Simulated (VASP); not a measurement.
# PbS (Cmcm) in VASP: a series of runs

Aim: see how the results for PbS move with the level of theory and the settings. Levels: revPBE, BLYP, r2SCAN. Tasks: single point.

All numbers are computed with VASP 6.6.1; they aren't measurements. Logs are shortened: lines on timing, memory, paths and dates and some standing lists are left out, and cuts for length are marked.

### Step 1. The cell of the first run

Symmetry: Cmcm, No. 63, orthorhombic system. Conventional cell: a = 4.160 Å, b = 11.983 Å, c = 4.279 Å, α = 90.00°, β = 90.00°, γ = 90.00°. Within 3.5 Å of Pb (site symmetry m2m) lie 5 S at 2.69 to 2.99 Å. Within 3.5 Å of S (site symmetry m2m) lie 5 Pb at 2.69 to 2.99 Å.

### Step 2. Single point, revPBE

The input, INCAR:

```
SYSTEM = PbS
ALGO     = Normal         ! electronic algorithm
EDIFF    = 1E-7           ! SCF threshold, eV
ENCUT    = 520            ! plane-wave cutoff, eV
GGA      = RE             ! functional
ISIF     = 2              ! what is computed and relaxed
ISMEAR   = -1             ! smearing method
LASPH    = .True.         ! aspherical terms in the spheres
LCHARG   = .True.         ! write CHGCAR
LELF     = .True.         ! ELF
LREAL    = .False.        ! projectors in reciprocal space
LVHAR    = .True.       
LWAVE    = .False.        ! write WAVECAR
NBANDS   = 28             ! bands
NELM     = 80             ! most SCF steps
PREC     = Accurate       ! precision mode
SIGMA    = 0.05           ! smearing width, eV
```

The input, KPOINTS:

```
k-points
0
Gamma
  7 7 6
  0 0 0
```

The input, POSCAR:

```
PbS
1.0
    2.0799526950     -5.9912968650      0.0000000000
    2.0799526950      5.9912968650      0.0000000000
    0.0000000000      0.0000000000      4.2793209400
Pb S
2 2
Direct
    0.1305633500      0.8694366500      0.2500000000
    0.8694366500      0.1305633500      0.7500000000
    0.3547970900      0.6452029100      0.2500000000
    0.6452029100      0.3547970900      0.7500000000
```

Potentials or basis: VASP PAW PBE potentials, release 64 (Pb_d, S).

Launch:

```bash
> cat potpaw_PBE.64/Pb_d/POTCAR potpaw_PBE.64/S/POTCAR > POTCAR
> mpirun -np 1 vasp_std > vasp.out
```

OUTCAR:

```text
SYSTEM = PbS
   EDIFF = 1E-7
   ENCUT = 520
   GGA = RE
   ISIF = 2
   ISMEAR = -1
   LASPH = .True.
   LREAL = .False.
   NELM = 80
   PREC = Accurate

 ion  position               nearest neighbor table
   1  0.131  0.869  0.250-   3 2.69   4 2.99   4 2.99   4 2.99   4 2.99   2 3.79   2 3.79   2 4.13
                             2 4.13   2 4.13   2 4.13
   2  0.869  0.131  0.750-   4 2.69   3 2.99   3 2.99   3 2.99   3 2.99   1 3.79   1 3.79   1 4.13
                             1 4.13   1 4.13   1 4.13
   3  0.355  0.645  0.250-   1 2.69   2 2.99   2 2.99   2 2.99   2 2.99
   4  0.645  0.355  0.750-   2 2.69   1 2.99   1 2.99   1 2.99   1 2.99

  LATTYP: Found a base centered orthorhombic cell.
 ALAT       =     4.1599053900
 B/A-ratio  =     2.8804966956
 C/A-ratio  =     1.0287063139

  Lattice vectors:

 A1 = (   2.0799526950,  -5.9912968650,   0.0000000000)
 A2 = (   2.0799526950,   5.9912968650,   0.0000000000)
 A3 = (   0.0000000000,   0.0000000000,   4.2793209400)

Analysis of symmetry for initial positions (statically):
=====================================================================
 Subroutine PRICEL returns:
 Original cell was already a primitive cell.

 Routine SETGRP: Setting up the symmetry group for a
 base centered orthorhombic supercell.

 Subroutine GETGRP returns: Found  8 space group operations
 (whereof  4 operations were pure point group operations)
 out of a pool of  8 trial point group operations.

The static configuration has the point symmetry C_2h.
 The point group associated with its full space group is D_2h.

Analysis of symmetry for dynamics (positions and initial velocities):
=====================================================================
 Subroutine PRICEL returns:
 Original cell was already a primitive cell.

 Routine SETGRP: Setting up the symmetry group for a
 base centered orthorhombic supercell.

 Subroutine GETGRP returns: Found  8 space group operations
 (whereof  4 operations were pure point group operations)
 out of a pool of  8 trial point group operations.

The dynamic configuration has the point symmetry C_2h.
 The point group associated with its full space group is D_2h.

 Subroutine INISYM returns: Found  8 space group operations
 (whereof  4 operations are pure point group operations),
 and found     1 'primitive' translations

----------------------------------------------------------------------------------------

                                     Primitive cell

  volume of cell :     106.6545

  direct lattice vectors                    reciprocal lattice vectors
[... 93 lines left out ...]
   EDIFFG = 0.1E-05   stopping-criterion for IOM
   NSW    =      0    number of steps for IOM
   IBRION =     -1    ionic relax: 0-MD 1-quasi-New 2-CG
   NFREE  =      0    steps in history (QN), initial steepest desc. (CG)
   ISIF   =      2    stress and relaxation
   ISYM   =      2    0-nonsym 1-usesym 2-fastsym
   POTIM  = 0.5000    time-step for ionic-motion
   TEBEG  =    0.0;   TEEND  =   0.0 temperature during run
   PSTRESS=    0.0 pullay stress
   NELECT =      40.0000    total number of electrons
   NUPDOWN=      -1.0000    fix difference up-down
   EMIN   =  10.00;   EMAX   =-10.00  energy-range for DOS
   EFERMI =   0.00;   METHOD = LEGACY
   ISMEAR =    -1;   SIGMA  =   0.05  broadening in eV -4-tet -1-fermi 0-gaus
   EFERMI_NEDOS =   21; number of points for ismear=-14 and -15
   IALGO  =     38    algorithm
   IMIX   =      4    mixing-type and parameters
     AMIX     =   0.40;   BMIX     =  1.00
     AMIX_MAG =   1.60;   BMIX_MAG =  1.00
  volume/ion in A,a.u.               =      26.66       179.94
  Fermi-wavevector in a.u.,A,eV,Ry     =   1.180597  2.231005 18.963935  1.393810
  Thomas-Fermi vector in A             =   2.316887
   LORBIT       =      0    0 simple, 1 ext, 2 COOP (PROOUT), +10 PAW based schemes
   GGA     = RE    functional components
   LHFCALC =     F    Hartree Fock is set to
   AEXX    =    0.0000 exact exchange contribution
   IVDW    =     0    specifies the selected vdW correction
   LEPSILON=     F    determine dielectric tensor
   LRPA    =     F    only Hartree local field effects (RPA)
 non-spin polarized calculation
  energy-cutoff  :      520.00
  volume of cell :      106.65
 maximum number of plane-waves:      2892
   NGX = 23   NGY = 23   NGZ = 15

 number of electron      40.0000007 magnetization

 Free energy of the ion-electron system (eV)
  ---------------------------------------------------
  ext. energy  EPLUGINS =         0.00000000
  ---------------------------------------------------
  free energy    TOTEN  =       -16.17990670 eV

  energy without entropy =      -16.17990661  energy(sigma->0) =      -16.17990665

 E-fermi :   5.6369     XC(G=0):  -9.4580

 val. band max:        4.9439812593   @ k =  -0.4286   0.4286   0.3333
 cond. band min:       6.2609837516   @ k =   0.4286   0.4286   0.0000
 fundamental gap:      1.3170024923
 Fermi energy:         5.6368891227

 k-point     1 :       0.0000    0.0000    0.0000
  band No.  band energies     occupation
      1     -11.4217      2.00000
      2     -11.3312      2.00000
      3     -11.3248      2.00000
      4     -11.3189      2.00000
      5     -11.2830      2.00000
      6     -11.2795      2.00000
[... 733 lines left out ...]
     27      12.5421      0.00000
     28      13.3047      0.00000

 [... further k-points ...]

------------------------ aborting loop because EDIFF is reached ----------------------------------------

  FORCE on cell =-STRESS in cart. coord.  units (eV):
  Direction    XX          YY          ZZ          XY          YZ          ZX
  --------------------------------------------------------------------------------------
  -------------------------------------------------------------------------------------
  Total        1.5062331      1.7431510      1.4855479      0.0000000      0.0000000      0.0000000
  in kB       22.6268245     26.1858351     22.3160888      0.0000000      0.0000000      0.0000000
  external PRESSURE =      23.7095828 kB  Pullay stress =       0.0000000 kB

 VOLUME and BASIS-vectors are now :
 -----------------------------------------------------------------------------
  energy-cutoff  :      520.00
  volume of cell :      106.65
      direct lattice vectors                 reciprocal lattice vectors
     2.079952695 -5.991296865  0.000000000     0.240390083 -0.083454386  0.000000000
     2.079952695  5.991296865  0.000000000     0.240390083  0.083454386  0.000000000
     0.000000000  0.000000000  4.279320940     0.000000000  0.000000000  0.233681936

 POSITION                                       TOTAL-FORCE (eV/Angst)
 -----------------------------------------------------------------------------------
      2.07995      4.42681      1.06983         0.000000      0.087653     -0.000000
      2.07995     -4.42681      3.20949         0.000000     -0.087653      0.000000
      2.07995      1.73991      1.06983         0.000000     -0.125111     -0.000000
      2.07995     -1.73991      3.20949         0.000000      0.125111     -0.000000
 -----------------------------------------------------------------------------------
    total drift:                               -0.000000     -0.000000      0.000000

  FREE ENERGIE OF THE ION-ELECTRON SYSTEM (eV)
  ---------------------------------------------------
  free  energy   TOTEN  =       -16.1799066974 eV

  energy  without entropy=      -16.1799066055  energy(sigma->0) =      -16.17990665
```

stdout:

```text
POSCAR found type information on POSCAR PbS
 POSCAR found :  2 types and       4 ions
 scaLAPACK will be used
 -----------------------------------------------------------------------------
|                                                                             |
|                                                                             |
|     You enforced a specific xc type in the INCAR file but a different       |
|     I HOPE YOU KNOW WHAT YOU ARE DOING!                                     |
|                                                                             |
 -----------------------------------------------------------------------------

 LDA part: xc-table for (Slater+PW92), standard interpolation
 POSCAR, INCAR and KPOINTS ok, starting setup
 FFT: planning ... GRIDC
 FFT: planning ... GRID_SOFT
 FFT: planning ... GRID
 WAVECAR not read
 entering main loop
```

Wall time 2.2 min (1 thread of Intel Xeon 6975P-C (Granite Rapids), shared host); peak memory 0.34 GiB.

Results:

- Free energy: -16.1799 eV
- Pressure: 2.4 GPa
- Largest force: 0.125 eV/Å
- Band gap on the k mesh: 1.32 eV (least direct gap 1.50 eV)

Forces in eV/Å, atoms in the order of the input:
```
Pb   0.000  0.088  0.000
Pb   0.000 -0.088  0.000
S    0.000 -0.125  0.000
S    0.000  0.125  0.000
```

Caveat: the PAW data sets were made with another functional, which shifts forces and pressure a little; spin-orbit coupling is left out, which moves the levels of the heavy elements; an odd mesh through Γ misses points on the zone boundary, where band edges can lie.

### Step 3. Single point, BLYP

The input, INCAR:

```
AGGAC = 1.0 ; AGGAX = 1.0
ALDAC = 0.0 ; ALDAX = 1.0
ALGO = Normal ; EDIFF = 1E-7
ENCUT = 520 ; GGA = B5
ISIF = 2 ; ISMEAR = -1
LASPH = True ; LCHARG = True
LELF = True ; LREAL = False
LVHAR = True ; LWAVE = False
NBANDS = 28 ; NELM = 100
PREC = Accurate ; SIGMA = 0.05
```

The input, KPOINTS:

```
k-points
0
Gamma
  7 7 6
```

POSCAR is that of step 2.

Potentials or basis: VASP PAW PBE potentials, release 64 (Pb_d, S).

Launch:

```bash
> cat potpaw_PBE.64/Pb_d/POTCAR potpaw_PBE.64/S/POTCAR > POTCAR
> mpirun -np 1 vasp_std > vasp.out
```

OUTCAR:

```text
EDIFF = 1E-7
   ENCUT = 520
   GGA = B5
   ISIF = 2
   ISMEAR = -1
   LASPH = True
   LREAL = False
   NELM = 100
   PREC = Accurate

 ion  position               nearest neighbor table
   1  0.131  0.869  0.250-   3 2.69   4 2.99   4 2.99   4 2.99   4 2.99   2 3.79   2 3.79   2 4.13
                             2 4.13   2 4.13   2 4.13
   2  0.869  0.131  0.750-   4 2.69   3 2.99   3 2.99   3 2.99   3 2.99   1 3.79   1 3.79   1 4.13
                             1 4.13   1 4.13   1 4.13
   3  0.355  0.645  0.250-   1 2.69   2 2.99   2 2.99   2 2.99   2 2.99
[... 949 lines left out ...]
  --------------------------------------------------------------------------------------
  -------------------------------------------------------------------------------------
  Total        3.0548495      3.3263204      3.0081097      0.0000000     -0.0000000      0.0000000
  in kB       45.8903380     49.9684072     45.1882067      0.0000000     -0.0000000      0.0000000
  external PRESSURE =      47.0156506 kB  Pullay stress =       0.0000000 kB

 VOLUME and BASIS-vectors are now :
 -----------------------------------------------------------------------------
  energy-cutoff  :      520.00
  volume of cell :      106.65
      direct lattice vectors                 reciprocal lattice vectors
     2.079952695 -5.991296865  0.000000000     0.240390083 -0.083454386  0.000000000
     2.079952695  5.991296865  0.000000000     0.240390083  0.083454386  0.000000000
     0.000000000  0.000000000  4.279320940     0.000000000  0.000000000  0.233681936

 POSITION                                       TOTAL-FORCE (eV/Angst)
 -----------------------------------------------------------------------------------
      2.07995      4.42681      1.06983         0.000000      0.237143      0.000000
      2.07995     -4.42681      3.20949         0.000000     -0.237143     -0.000000
      2.07995      1.73991      1.06983         0.000000     -0.211471      0.000000
      2.07995     -1.73991      3.20949         0.000000      0.211471      0.000000
 -----------------------------------------------------------------------------------
    total drift:                               -0.000000     -0.000000      0.000000

  FREE ENERGIE OF THE ION-ELECTRON SYSTEM (eV)
  ---------------------------------------------------
  free  energy   TOTEN  =       -15.1866256975 eV

  energy  without entropy=      -15.1866255833  energy(sigma->0) =      -15.18662564
```

stdout:

```text
POSCAR found type information on POSCAR PbS
 POSCAR found :  2 types and       4 ions
 scaLAPACK will be used
 -----------------------------------------------------------------------------
|                                                                             |
|                                                                             |
|     You enforced a specific xc type in the INCAR file but a different       |
|     I HOPE YOU KNOW WHAT YOU ARE DOING!                                     |
|                                                                             |
 -----------------------------------------------------------------------------

 LDA part: xc-table for (Slater(with rela. corr.)+VWN5), standard interpolation
 POSCAR, INCAR and KPOINTS ok, starting setup
 FFT: planning ... GRIDC
 FFT: planning ... GRID_SOFT
 FFT: planning ... GRID
 WAVECAR not read
 entering main loop
```

Wall time 2.7 min (1 thread of Intel Xeon 6975P-C (Granite Rapids), shared host); peak memory 0.33 GiB.

What came out:

- Free energy: -15.1866 eV
- Pressure: 4.7 GPa
- Largest force: 0.237 eV/Å
- Band gap on the k mesh: 1.30 eV (least direct gap 1.49 eV)

Forces on the atoms (eV/Å):
```
Pb   0.000  0.237  0.000
Pb   0.000 -0.237  0.000
S    0.000 -0.211  0.000
S    0.000  0.211  0.000
```

Levels at points of the mesh, in eV from the valence-band top:
| k point | band 16 | band 17 | band 18 | band 19 | band 20 | band 21 | band 22 | band 23 | band 24 | band 25 |
| --- | --- | --- | --- | --- | --- | --- | --- | --- | --- | --- |
| (0.00, 0.00, 0.00) | -2.80 | -2.25 | -1.54 | -1.38 | -0.41 | 4.77 | 4.92 | 5.06 | 5.60 | 5.82 |
| (0.00, 0.00, 0.50) | -2.58 | -1.00 | -1.00 | -0.02 | -0.02 | 1.98 | 1.98 | 2.86 | 2.86 | 5.07 |

Caveat: the cell stands under pressure; the PAW data sets were made with another functional, which shifts forces and pressure a little; spin-orbit coupling is left out, which moves the levels of the heavy elements; an odd mesh through Γ misses points on the zone boundary, where band edges can lie.

### Step 4. Single point, revPBE

This run uses another cell than the first one, of 40.05 Å³/atom.

The input, INCAR:

```
SYSTEM = PbS
PREC = Accurate
ENCUT = 520
EDIFF = 1E-6
ISMEAR = -1
SIGMA = 0.05
LREAL = .False.
LASPH = .True.
NELM = 100
ALGO = Normal
ISIF = 2
LWAVE = .False.
LCHARG = .False.
GGA = RE
NBANDS = 28
```

The input, KPOINTS:

```
regular mesh
0
Gamma
  7 7 6
  0 0 0
```

The input, POSCAR:

```
PbS
1.0
    2.1451094254     -8.6983046299      0.0000000000
    2.1451094254      8.6983046299      0.0000000000
    0.0000000000      0.0000000000      4.2933008578
Pb S
2 2
Direct
    0.1693596551      0.8306403449      0.2500000000
    0.8306403449      0.1693596551      0.7500000000
    0.3246068926      0.6753931074      0.2500000000
    0.6753931074      0.3246068926      0.7500000000
```

Launch:

```bash
> cat potpaw_PBE.64/Pb_d/POTCAR potpaw_PBE.64/S/POTCAR > POTCAR
> mpirun -np 1 vasp_std > vasp.out
```

It took 5.2 min on 1 thread of Intel Xeon 6975P-C (Granite Rapids), shared host; peak memory 0.53 GiB.

The run converged. Its results:

```
Free energy            : -16.2931 eV
Pressure               : 0.0 GPa
Largest force          : 0.004 eV/Å
Band gap on the k mesh : 1.72 eV (least direct gap 1.74 eV)
```

Forces on the atoms (eV/Å):
```
Pb   0.000 -0.004  0.000
Pb   0.000  0.004  0.000
S    0.000 -0.003  0.000
S    0.000  0.003  0.000
```

Levels at points of the mesh, in eV from the valence-band top:
```tsv
k point	band 18	band 19	band 20	band 21	band 22	band 23
(0.00, 0.00, 0.00)	-1.34	-1.34	-0.34	2.77	3.98	5.03
(0.00, 0.00, 0.50)	-1.03	-0.19	-0.19	1.94	1.94	2.96
```

Caveat: the PAW data sets were made with another functional, which shifts forces and pressure a little; spin-orbit coupling is left out, which moves the levels of the heavy elements; an odd mesh through Γ misses points on the zone boundary, where band edges can lie.

### Step 5. Single point, r2SCAN

This run uses another cell than the first one, of 27.20 Å³/atom.

The input, POSCAR:

```
PbS
1.0
    2.0937276176     -6.0309754840      0.0000000000
    2.0937276176      6.0309754840      0.0000000000
    0.0000000000      0.0000000000      4.3076616397
Pb S
2 2
Direct
    0.1305633500      0.8694366500      0.2500000000
    0.8694366500      0.1305633500      0.7500000000
    0.3547970900      0.6452029100      0.2500000000
    0.6452029100      0.3547970900      0.7500000000
```

The input, INCAR.step1:

```
SYSTEM = PbS
  PREC = Accurate
  ENCUT = 520
  ISMEAR = -1
  SIGMA = 0.05
  LREAL = .FALSE.
  LASPH = .TRUE.
  NELM = 80
  NBANDS = 28
  GGA = PE
  ALGO = Normal
  EDIFF = 1E-4
  LWAVE = .TRUE.
  LCHARG = .FALSE.
```

The input, INCAR.step2:

```
SYSTEM = PbS
  PREC = Accurate
  ENCUT = 520
  EDIFF = 1E-6
  ISMEAR = -1
  SIGMA = 0.05
  LREAL = .FALSE.
  LASPH = .TRUE.
  NELM = 80
  ALGO = Normal
  ISIF = 2
  LWAVE = .FALSE.
  LCHARG = .FALSE.
  METAGGA = R2SCAN
  LMIXTAU = .TRUE.
  NBANDS = 28
  ISTART = 1
```

The input, KPOINTS:

```
Automatic mesh
0
G
  7 7 6
  0 0 0
```

Launch:

```bash
> cat potpaw_PBE.64/Pb_d/POTCAR potpaw_PBE.64/S/POTCAR > POTCAR
> cp INCAR.step1 INCAR
> mpirun -np 1 vasp_std > vasp.out
> cp INCAR.step2 INCAR
> mpirun -np 1 vasp_std > vasp.out
```

Run time: 8.4 min. Hardware: 1 thread of Intel Xeon Platinum 8488C (Sapphire Rapids), shared host; peak memory 0.39 GiB.

Results (log left out):

* Free energy: -131.1272 eV
* Pressure: -1.1 GPa
* Largest force: 0.128 eV/Å
* Band gap on the k mesh: 1.57 eV (least direct gap 1.78 eV)

Forces on the atoms (eV/Å):
```
Pb   0.000 -0.128  0.000
Pb   0.000  0.128  0.000
S    0.000  0.100  0.000
S    0.000 -0.100  0.000
```

Stress tensor (GPa, compression positive):
```
-1.07  0.00  0.00
 0.00 -1.17  0.00
 0.00  0.00 -1.12
```

Levels at points of the mesh, in eV from the valence-band top:
| k point | band 17 | band 18 | band 19 | band 20 | band 21 | band 22 | band 23 | band 24 |
| --- | --- | --- | --- | --- | --- | --- | --- | --- |
| (0.00, 0.00, 0.00) | -2.30 | -1.57 | -1.41 | -0.42 | 5.09 | 5.23 | 5.29 | 6.01 |
| (0.00, 0.00, 0.50) | -1.06 | -1.06 | -0.03 | -0.03 | 2.25 | 2.25 | 3.19 | 3.19 |

Caveat: the PAW data sets were made with another functional, which shifts forces and pressure a little; spin-orbit coupling is left out, which moves the levels of the heavy elements; an odd mesh through Γ misses points on the zone boundary, where band edges can lie.

(Part 1 of 2 ends here.)
